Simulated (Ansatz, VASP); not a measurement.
TaCd3 in VASP and in Ansatz

```
CELL_PARAMETERS angstrom
4.29894 0.00000 0.00000
0.00000 4.29894 0.00000
0.00000 0.00000 4.29894
ATOMIC_POSITIONS crystal
Ta 0.00000 0.00000 0.00000
Cd 0.00000 0.50000 0.50000
Cd 0.50000 0.00000 0.50000
Cd 0.50000 0.50000 0.00000
```

Alike in both runs: functional PBE; k mesh 10 × 10 × 10; occupations fermi-dirac, width 0.15 eV; no spin polarisation.

Ansatz relaxed the structure, and its values are those at the end. VASP's run is a single point on that final structure, the one shown.

```csv
,VASP,Ansatz
version,VASP 6.6.1,Ansatz 0.2.0
potentials or method,"VASP PAW PBE potentials, release 64 (Ta_pv, Cd), cutoff 520 eV","scalar-relativistic, plane waves, PAW"
valence electrons in the cell,47,73
```

VASP gave:

* gap on the k mesh at the Fermi level (eV): none
* pressure (GPa): 0.5

**Question.** What did Ansatz give for the same quantities?

**Answer.** gap on the k mesh at the Fermi level (eV): none; pressure (GPa): 0.0.

A gap of «none» marks a metal or a gap that the smearing closes. VASP's potentials hold 47 valence electrons a cell and Ansatz's 73, so a difference there can come from the potentials and not from the codes.

Neither program's run includes spin-orbit coupling.
